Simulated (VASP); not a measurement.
# Pb (I4/mmm) in VASP: a series of runs

Runs on Pb. Level: PBEsol. Tasks: single point.

Program: VASP 6.6.1. These are calculated values, not measurements. Logs are shortened: lines on timing, memory, paths and dates and some standing lists are left out, and cuts for length are marked.

### Step 1. The cell of the first run

It takes space group I4/mmm (No. 139, tetragonal). Conventional cell: a = 3.213 Å, b = 3.213 Å, c = 4.742 Å, α = 90.00°, β = 90.00°, γ = 90.00°. Pb (site symmetry 4/mmm) has 12 Pb at 3.21 to 3.28 Å within 4.2 Å.

### Step 2. Single point, PBEsol (strain -0.080 along x and y, -0.040 along z)

INCAR

```
PREC = Accurate ; ENCUT = 520
EDIFF = 1E-7 ; ISMEAR = 0
SIGMA = 0.15 ; LREAL = F
LASPH = T ; NELM = 100
ALGO = Normal ; ISIF = 2
LWAVE = F ; LCHARG = F
GGA = PS ; NBANDS = 13
```

KPOINTS

```
regular mesh
0
Gamma
  16 16 16
```

POSCAR

```
Pb
1.0
    0.0000000000      2.2722160000      2.3710080000
    2.2722160000      0.0000000000      2.3710080000
    2.2722160000      2.2722160000      0.0000000000
Pb
1
Direct
    0.0000000000      0.0000000000      0.0000000000
```

Potentials or basis: VASP PAW PBE potentials, release 64 (Pb_d).

Launch:

```
$ cat potpaw_PBE.64/Pb_d/POTCAR > POTCAR
$ mpirun -np 1 vasp_std > vasp.out
```

OUTCAR:

```text
PREC = Accurate
   ENCUT = 520
   EDIFF = 1E-7
   ISMEAR = 0
   LREAL = F
   LASPH = T
   NELM = 100
   ISIF = 2
   GGA = PS

 ion  position               nearest neighbor table
   1  0.000  0.000  0.000-

  LATTYP: Found a body centered tetragonal cell.
 ALAT       =     3.2133986838
 C/A-ratio  =     1.4757011086

  Lattice vectors:

 A1 = (  -2.2722160000,   0.0000000000,   2.3710080000)
 A2 = (   2.2722160000,   0.0000000000,   2.3710080000)
 A3 = (   0.0000000000,   2.2722160000,  -2.3710080000)

Analysis of symmetry for initial positions (statically):
=====================================================================
 Subroutine PRICEL returns:
 Original cell was already a primitive cell.

 Routine SETGRP: Setting up the symmetry group for a
 body centered tetragonal supercell.

 Subroutine GETGRP returns: Found 16 space group operations
 (whereof 16 operations were pure point group operations)
 out of a pool of 16 trial point group operations.

The static configuration has the point symmetry D_4h.

Analysis of symmetry for dynamics (positions and initial velocities):
=====================================================================
 Subroutine PRICEL returns:
 Original cell was already a primitive cell.

 Routine SETGRP: Setting up the symmetry group for a
 body centered tetragonal supercell.

 Subroutine GETGRP returns: Found 16 space group operations
 (whereof 16 operations were pure point group operations)
 out of a pool of 16 trial point group operations.

The dynamic configuration has the point symmetry D_4h.

 Subroutine INISYM returns: Found 16 space group operations
 (whereof 16 operations are pure point group operations),
 and found     1 'primitive' translations

----------------------------------------------------------------------------------------

                                     Primitive cell

  volume of cell :      24.4829

  direct lattice vectors                    reciprocal lattice vectors
     0.000000000  2.272216000  2.371008000    -0.220049502  0.220049502  0.210880773
     2.272216000  0.000000000  2.371008000     0.220049502 -0.220049502  0.210880773
     2.272216000  2.272216000  0.000000000     0.220049502  0.220049502 -0.210880773

  length of vectors
     3.283998247  3.283998247  3.213398684     0.375917900  0.375917900  0.375917900

  position of ions in fractional coordinates (direct lattice)
     0.000000000  0.000000000  0.000000000

[... 81 lines left out ...]
   ISIF   =      2    stress and relaxation
   ISYM   =      2    0-nonsym 1-usesym 2-fastsym
   POTIM  = 0.5000    time-step for ionic-motion
   TEBEG  =    0.0;   TEEND  =   0.0 temperature during run
   PSTRESS=    0.0 pullay stress
   NELECT =      14.0000    total number of electrons
   NUPDOWN=      -1.0000    fix difference up-down
   EMIN   =  10.00;   EMAX   =-10.00  energy-range for DOS
   EFERMI =   0.00;   METHOD = LEGACY
   ISMEAR =     0;   SIGMA  =   0.15  broadening in eV -4-tet -1-fermi 0-gaus
   EFERMI_NEDOS =   21; number of points for ismear=-14 and -15
   IALGO  =     38    algorithm
   IMIX   =      4    mixing-type and parameters
     AMIX     =   0.40;   BMIX     =  1.00
     AMIX_MAG =   1.60;   BMIX_MAG =  1.00
  volume/ion in A,a.u.               =      24.48       165.22
  Fermi-wavevector in a.u.,A,eV,Ry     =   1.358825  2.567806 25.121859  1.846405
  Thomas-Fermi vector in A             =   2.485625
   LORBIT       =      0    0 simple, 1 ext, 2 COOP (PROOUT), +10 PAW based schemes
   GGA     = PS    functional components
   LHFCALC =     F    Hartree Fock is set to
   AEXX    =    0.0000 exact exchange contribution
   IVDW    =     0    specifies the selected vdW correction
   LEPSILON=     F    determine dielectric tensor
   LRPA    =     F    only Hartree local field effects (RPA)
 non-spin polarized calculation
 Gauss-broadening in eV      SIGMA  =   0.15
  energy-cutoff  :      520.00
  volume of cell :       24.48
 maximum number of plane-waves:       674
   NGX = 13   NGY = 13   NGZ = 11

 number of electron      13.9999997 magnetization

 Free energy of the ion-electron system (eV)
  ---------------------------------------------------
  ext. energy  EPLUGINS =         0.00000000
  ---------------------------------------------------
  free energy    TOTEN  =        -3.77649549 eV

  energy without entropy =       -3.77192369  energy(sigma->0) =       -3.77420959

 E-fermi :   9.9007     XC(G=0): -11.4136

 val. band max:        9.8916875700   @ k =   0.4375   0.1250   0.3125
 cond. band min:       9.9062058981   @ k =  -0.3125   0.0000   0.2500
 fundamental gap:      0.0145183281
 Fermi energy:         9.9006676907

 k-point     1 :       0.0000    0.0000    0.0000
  band No.  band energies     occupation
      1      -7.5441      2.00000
      2      -7.4452      2.00000
      3      -7.4452      2.00000
      4      -7.2556      2.00000
      5      -7.1695      2.00000
      6      -3.6722      2.00000
      7      18.8993      0.00000
      8      18.8993      0.00000
      9      19.0309      0.00000
     10      19.5771      0.00000
     11      23.8256      0.00000
     12      24.0059      0.00000
     13      24.0234      0.00000
[... 354 lines left out ...]
  band No.  band energies     occupation
      1      -7.5045      2.00000
      2      -7.4584      2.00000
      3      -7.4229      2.00000
      4      -7.2415      2.00000
      5      -7.1879      2.00000
      6      -3.4163      2.00000
      7      16.7316      0.00000
      8      17.5351      0.00000
      9      19.1398      0.00000
     10      19.7540      0.00000
     11      23.6749      0.00000
     12      24.0601      0.00000
     13      24.6616      0.00000

 [... further k-points ...]

------------------------ aborting loop because EDIFF is reached ----------------------------------------

  FORCE on cell =-STRESS in cart. coord.  units (eV):
  Direction    XX          YY          ZZ          XY          YZ          ZX
  --------------------------------------------------------------------------------------
  -------------------------------------------------------------------------------------
  Total        2.4497042      2.4497042      2.3508444      0.0000000      0.0000000      0.0000000
  in kB      160.3105045    160.3105045    153.8410451      0.0000000      0.0000000      0.0000000
  external PRESSURE =     158.1540180 kB  Pullay stress =       0.0000000 kB

 VOLUME and BASIS-vectors are now :
 -----------------------------------------------------------------------------
  energy-cutoff  :      520.00
  volume of cell :       24.48
      direct lattice vectors                 reciprocal lattice vectors
     0.000000000  2.272216000  2.371008000    -0.220049502  0.220049502  0.210880773
     2.272216000  0.000000000  2.371008000     0.220049502 -0.220049502  0.210880773
     2.272216000  2.272216000  0.000000000     0.220049502  0.220049502 -0.210880773

 POSITION                                       TOTAL-FORCE (eV/Angst)
 -----------------------------------------------------------------------------------
      0.00000      0.00000      0.00000         0.000000     -0.000000      0.000000
 -----------------------------------------------------------------------------------
    total drift:                               -0.000000      0.000000     -0.000000

  FREE ENERGIE OF THE ION-ELECTRON SYSTEM (eV)
  ---------------------------------------------------
  free  energy   TOTEN  =        -3.7764954907 eV

  energy  without entropy=       -3.7719236876  energy(sigma->0) =       -3.77420959
```

OSZICAR:

```text
N       E                     dE             d eps       ncg     rms          rms(c)
DAV:   1     0.106209979991E+03    0.10621E+03   -0.72177E+03  9295   0.135E+03
DAV:   2     0.960688246790E+00   -0.10525E+03   -0.10156E+03  9674   0.323E+02
DAV:   3    -0.370491678068E+01   -0.46656E+01   -0.46437E+01 11164   0.726E+01
DAV:   4    -0.380247164592E+01   -0.97555E-01   -0.97525E-01 11108   0.106E+01
DAV:   5    -0.380658097586E+01   -0.41093E-02   -0.41092E-02 12685   0.209E+00    0.876E-01
DAV:   6    -0.378389410317E+01    0.22687E-01   -0.23509E-02 11607   0.309E+00    0.405E-01
DAV:   7    -0.377705737035E+01    0.68367E-02   -0.99451E-03 12190   0.184E+00    0.934E-02
DAV:   8    -0.377649986756E+01    0.55750E-03   -0.60050E-04 14242   0.408E-01    0.835E-03
DAV:   9    -0.377649661277E+01    0.32548E-05   -0.73438E-06 11877   0.513E-02    0.485E-03
DAV:  10    -0.377649548897E+01    0.11238E-05   -0.43090E-07 11118   0.762E-03    0.203E-04
DAV:  11    -0.377649549066E+01   -0.16889E-08   -0.88807E-09  7817   0.111E-03
   1 F= -.37764955E+01 E0= -.37742096E+01  d E =-.457180E-02
```

It took 1.7 min on 1 thread of Intel Xeon 8259CL, shared host; peak memory 0.22 GiB.

Results:

```
Free energy            : -3.7765 eV
Pressure               : 15.8 GPa
Band gap on the k mesh : zero (bands 7 and 8 overlap by 11.46 eV)
```

Caveat: the cell differs from its parent crystal (strain -0.080 along x and y, -0.040 along z); the cell stands under pressure; the PAW data sets were made with another functional, which shifts forces and pressure a little; spin-orbit coupling is left out, which moves the levels of the heavy elements.

### Step 3. Single point, PBEsol (strain -0.040 along x and y, +0.000 along z)

INCAR

```
SYSTEM = Pb
PREC = Accurate
ENCUT = 520
EDIFF = 1E-6
ISMEAR = 0
SIGMA = 0.15
LREAL = .False.
LASPH = .True.
NELM = 80
ALGO = Fast
ISIF = 2
LWAVE = .False.
LCHARG = .False.
GGA = PS
NBANDS = 13
```

KPOINTS

```
Automatic mesh
0
Gamma
  16 16 16
  0 0 0
```

POSCAR

```
Pb
1.0
    0.0000000000      2.3710080000      2.4698000000
    2.3710080000      0.0000000000      2.4698000000
    2.3710080000      2.3710080000      0.0000000000
Pb
1
Direct
    0.0000000000      0.0000000000      0.0000000000
```

Potentials or basis: VASP PAW PBE potentials, release 64 (Pb_d).

Launch:

```
$ cat potpaw_PBE.64/Pb_d/POTCAR > POTCAR
$ mpirun -np 1 vasp_std > vasp.out
```

OUTCAR:

```text
SYSTEM = Pb
   PREC = Accurate
   ENCUT = 520
   EDIFF = 1E-6
   ISMEAR = 0
   LREAL = .False.
   LASPH = .True.
   NELM = 80
   ISIF = 2
   GGA = PS

 ion  position               nearest neighbor table
   1  0.000  0.000  0.000-

  LATTYP: Found a body centered tetragonal cell.
 ALAT       =     3.3531116701
 C/A-ratio  =     1.4731391275

  Lattice vectors:

 A1 = (  -2.3710080000,   0.0000000000,   2.4698000000)
 A2 = (   2.3710080000,   0.0000000000,   2.4698000000)
 A3 = (   0.0000000000,   2.3710080000,  -2.4698000000)
[... 565 lines left out ...]

 [... further k-points ...]

------------------------ aborting loop because EDIFF is reached ----------------------------------------

  FORCE on cell =-STRESS in cart. coord.  units (eV):
  Direction    XX          YY          ZZ          XY          YZ          ZX
  --------------------------------------------------------------------------------------
  -------------------------------------------------------------------------------------
  Total        0.8246034      0.8246034      0.6756651      0.0000000     -0.0000000     -0.0000000
  in kB       47.5770887     47.5770887     38.9838060      0.0000000     -0.0000000     -0.0000000
  external PRESSURE =      44.7126611 kB  Pullay stress =       0.0000000 kB

 VOLUME and BASIS-vectors are now :
 -----------------------------------------------------------------------------
  energy-cutoff  :      520.00
  volume of cell :       27.77
      direct lattice vectors                 reciprocal lattice vectors
     0.000000000  2.371008000  2.469800000    -0.210880773  0.210880773  0.202445542
     2.371008000  0.000000000  2.469800000     0.210880773 -0.210880773  0.202445542
     2.371008000  2.371008000  0.000000000     0.210880773  0.210880773 -0.202445542

 POSITION                                       TOTAL-FORCE (eV/Angst)
 -----------------------------------------------------------------------------------
      0.00000      0.00000      0.00000         0.000000     -0.000000      0.000000
 -----------------------------------------------------------------------------------
    total drift:                               -0.000000     -0.000000     -0.000000

  FREE ENERGIE OF THE ION-ELECTRON SYSTEM (eV)
  ---------------------------------------------------
  free  energy   TOTEN  =        -3.9731550326 eV

  energy  without entropy=       -3.9690204003  energy(sigma->0) =       -3.97108772
```

stdout:

```text
POSCAR found type information on POSCAR Pb
 POSCAR found :  1 types and       1 ions
 scaLAPACK will be used
 -----------------------------------------------------------------------------
|                                                                             |
|                                                                             |
|     You enforced a specific xc type in the INCAR file but a different       |
|     I HOPE YOU KNOW WHAT YOU ARE DOING!                                     |
|                                                                             |
 -----------------------------------------------------------------------------

 LDA part: xc-table for (Slater+PW92), standard interpolation
 POSCAR, INCAR and KPOINTS ok, starting setup
 FFT: planning ... GRIDC
 FFT: planning ... GRID_SOFT
 FFT: planning ... GRID
 WAVECAR not read
 entering main loop
WARNING in EDDRMM: call to ZHEGV failed, returncode =   6  3     12
WARNING in EDDRMM: call to ZHEGV failed, returncode =   8  4     11
WARNING in EDDRMM: call to ZHEGV failed, returncode =   6  3     12
```

Wall time 4.7 min (1 thread of Intel Xeon 8259CL, shared host); peak memory 0.25 GiB.

What came out:

```
Free energy            : -3.9732 eV
Pressure               : 4.5 GPa
Band gap on the k mesh : zero (bands 7 and 8 overlap by 10.12 eV)
```

Levels at points of the mesh, in eV from the Fermi level:
```
           k point  band 4  band 5  band 6  band 7  band 8  band 9  band 10  band 11
(0.00, 0.00, 0.00)  -16.95  -16.89  -12.44    8.06    8.06    8.15     9.78    12.42
(0.50, 0.00, 0.00)  -16.76  -16.74   -8.26   -4.72    5.62    6.41     9.30    10.05
(0.50, 0.50, 0.00)  -16.71  -16.71   -6.99   -3.92    2.45    2.45     5.97     7.23
(0.50, 0.00, 0.50)  -16.73  -16.68   -6.45   -3.57    1.79    2.06     5.45     6.76
```

Caveat: the cell differs from its parent crystal (strain -0.040 along x and y, +0.000 along z); the cell stands under pressure; the PAW data sets were made with another functional, which shifts forces and pressure a little; spin-orbit coupling is left out, which moves the levels of the heavy elements.

The gap in the log of VASP goes by the Fermi energy; the results here count the filled bands.